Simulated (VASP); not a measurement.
# C: single point with PBE

Crystal: C.

```xyz
2
Lattice="0.0000 1.7995 1.8434 1.7995 0.0000 1.8434 1.7995 1.7995 0.0000" Properties=species:S:1:pos:R:3 pbc="T T T"
C     1.7995    1.7995    1.8434
C     2.6992    2.6992    2.7651
```

This cell differs from its parent crystal: volume 5.969 Å^3 an atom, c/a of the conventional cell 1.0244.

```yaml
Program: VASP 6.6.1
Task: single point
Functional: PBE
Potentials_or_basis: VASP PAW PBE potentials, release 64 (C)
Cutoff: 520 eV
k_mesh: 12 × 12 × 12
Occupations: gaussian, width 0.05 eV
Spin: no spin polarisation
```

| Item | Value |
| --- | --- |
| Pressure | -18.1 GPa |
| Band gap on the k mesh | 3.74 eV, indirect (least direct gap 5.24 eV) |

Stress tensor (GPa, compression positive):
```
-10.89   0.00   0.00
  0.00 -10.89   0.00
  0.00   0.00 -32.61
```

Levels at points of the mesh, in eV from the valence-band top:
```
           k point  band 1  band 2  band 3  band 4  band 5  band 6  band 7  band 8  band 9
(0.00, 0.00, 0.00)  -20.92   -0.36    0.00    0.00    5.24    5.24    5.53   12.05   18.54
(0.50, 0.00, 0.00)  -15.43  -12.94   -3.00   -2.58    7.62    8.21    8.46   15.10   21.04
(0.50, 0.50, 0.00)  -12.76  -12.76   -5.88   -5.88    4.89    4.89   15.83   15.83   21.95
(0.50, 0.00, 0.50)  -12.41  -12.41   -6.22   -6.22    4.35    4.35   15.94   15.94   22.28
```

It took 32 s on 1 thread of AMD EPYC 7R13, on a shared host, peak memory 0.1 GiB.

 A k mesh can miss the band edges.
